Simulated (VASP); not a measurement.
Wanted: the native input for a VASP 6.6.1 run.

```
Task                   : single point
Functional             : r2SCAN
Potentials or basis    : VASP PAW PBE potentials, release 64 (Ti_sv, Rh_pv)
Cutoff                 : 550 eV
k mesh                 : 9 × 9 × 9
Occupations            : methfessel-paxton, width 0.1 eV
Spin                   : no spin polarisation
Dipole correction      : no
Further INCAR settings : ALGO = Normal; EDIFF = 1e-06; NBANDS = 20
```

TiRh:

```xyz
2
Lattice="3.1152 0.0000 0.0000 0.0000 3.1152 0.0000 0.0000 0.0000 3.1152" Properties=species:S:1:pos:R:3 pbc="T T T"
Ti    1.5576    1.5576    1.5576
Rh    0.0000    0.0000    0.0000
```

One way to write it, as run:

POSCAR

```
TiRh
1.0
    3.1152020000      0.0000000000      0.0000000000
    0.0000000000      3.1152020000      0.0000000000
    0.0000000000      0.0000000000      3.1152020000
Ti Rh
1 1
Direct
    0.5000000000      0.5000000000      0.5000000000
    0.0000000000      0.0000000000      0.0000000000
```

INCAR.step1

```
PREC = Accurate ; ENCUT = 550
ISMEAR = 1 ; SIGMA = 0.1
LREAL = F ; LASPH = T
NELM = 120 ; NBANDS = 20
GGA = PE ; ALGO = Normal
EDIFF = 1E-5 ; LWAVE = T
LCHARG = F ; GGA_COMPAT = F
```

INCAR.step2

```
PREC = Accurate ; ENCUT = 550
EDIFF = 1E-6 ; ISMEAR = 1
SIGMA = 0.1 ; LREAL = F
LASPH = T ; NELM = 120
ALGO = Normal ; ISIF = 2
LWAVE = F ; LCHARG = T
METAGGA = R2SCAN ; LMIXTAU = T
LELF = T ; LVHAR = T
NBANDS = 20 ; ISTART = 1
GGA_COMPAT = F
```

KPOINTS

```
Automatic mesh
0
Gamma
  9 9 9
```

Potentials or basis: VASP PAW PBE potentials, release 64 (Ti_sv, Rh_pv).

Launch:

```console
$ cat potpaw_PBE.64/Ti_sv/POTCAR potpaw_PBE.64/Rh_pv/POTCAR > POTCAR
$ cp INCAR.step1 INCAR
$ mpirun -np 1 vasp_std > vasp.out
$ cp INCAR.step2 INCAR
$ mpirun -np 1 vasp_std > vasp.out
```

It gave:

```json
{
 "Pressure": "-3.7 GPa"
}
```

Caveat: the PAW data sets were made with another functional, which shifts forces and pressure a little.

Run time: 27 s on 1 thread of Intel(R) Xeon(R) 6975P-C (Granite Rapids) (shared host), peak memory 0.15 GiB.
